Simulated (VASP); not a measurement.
Input of a VASP 6.6.1 run:

INCAR

```
PREC = Accurate ; ENCUT = 520
EDIFF = 1E-7 ; ISMEAR = 0
SIGMA = 0.01 ; LREAL = F
LASPH = T ; NELM = 60
ALGO = Normal ; ISIF = 2
LWAVE = F ; LCHARG = T
GGA = PE ; LELF = T
LVHAR = T ; NBANDS = 24
```

KPOINTS

```
Automatic mesh
0
Gamma
  6 6 6
```

POSCAR

```
SrCaTe2
1.0
    2.3179785445      1.3382855366      7.5708649702
   -2.3179785445      1.3382855366      7.5708649702
    0.0000000000     -2.6765710732      7.5708649703
Ca Sr Te
1 1 2
Direct
    1.0000000000      0.0000000000      0.0000000000
    0.5000000000      0.5000000000      0.5000000000
    0.2542939536      0.2542939536      0.2542939536
    0.7457060464      0.7457060464      0.7457060464
```

Potentials or basis: VASP PAW PBE potentials, release 64 (Ca_sv, Sr_sv, Te).

The run is started by

```bash
$ cat potpaw_PBE.64/Ca_sv/POTCAR potpaw_PBE.64/Sr_sv/POTCAR potpaw_PBE.64/Te/POTCAR > POTCAR
$ mpirun -np 1 vasp_std > vasp.out
```

Q: What does it give for the pressure?

A: 0.1 GPa.

Q: Predict the band gap on the k mesh.

A: 1.64 eV (least direct gap 2.53 eV).

Forces on the atoms (eV/Å):
```
Ca   0.000  0.000  0.000
Sr   0.000  0.000  0.000
Te   0.000  0.000  0.002
Te   0.000  0.000 -0.002
```

Caveat: spin-orbit coupling is left out, which moves the levels of the heavy elements. A k mesh can miss the band edges.
